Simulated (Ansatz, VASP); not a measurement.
# One calculation of Sn3P4, two programs

```
Sn P
1.0
     6.39355    0.00000    0.00000
     0.00000    6.39355    0.00000
     0.00000    0.00000    3.86111
Sn P
3 4
Direct
  0.50000 0.50000 0.00000
  0.00000 0.50000 0.00000
  0.50000 0.00000 0.00000
  0.17781 0.17781 0.50000
  0.82219 0.82219 0.50000
  0.82219 0.17781 0.50000
  0.17781 0.82219 0.50000
```

Alike in both runs: functional PBE; k mesh 6 × 6 × 10; occupations gaussian, width 0.1 eV; no spin polarisation.

Ansatz relaxed the structure, and its values are those at the end. VASP's run is a single point on that final structure, the one shown.

|  | VASP | Ansatz |
| --- | --- | --- |
| version | VASP 6.6.1 | Ansatz 0.2.0 |
| potentials or method | VASP PAW PBE potentials, release 64 (Sn_d, P), cutoff 520 eV | scalar-relativistic, plane waves, PAW |
| valence electrons in the cell | 62 | 62 |

Ansatz gave:

| Item | Value |
| --- | --- |
| gap on the k mesh at the Fermi level (eV) | none |
| pressure (GPa) | 0.0 |
| rms of the force components (eV/Å) | 0.003 |

Which values does VASP return?

gap on the k mesh at the Fermi level (eV): none; pressure (GPa): -0.1; rms of the force components (eV/Å): 0.022.

A gap of «none» marks a metal or a gap that the smearing closes.
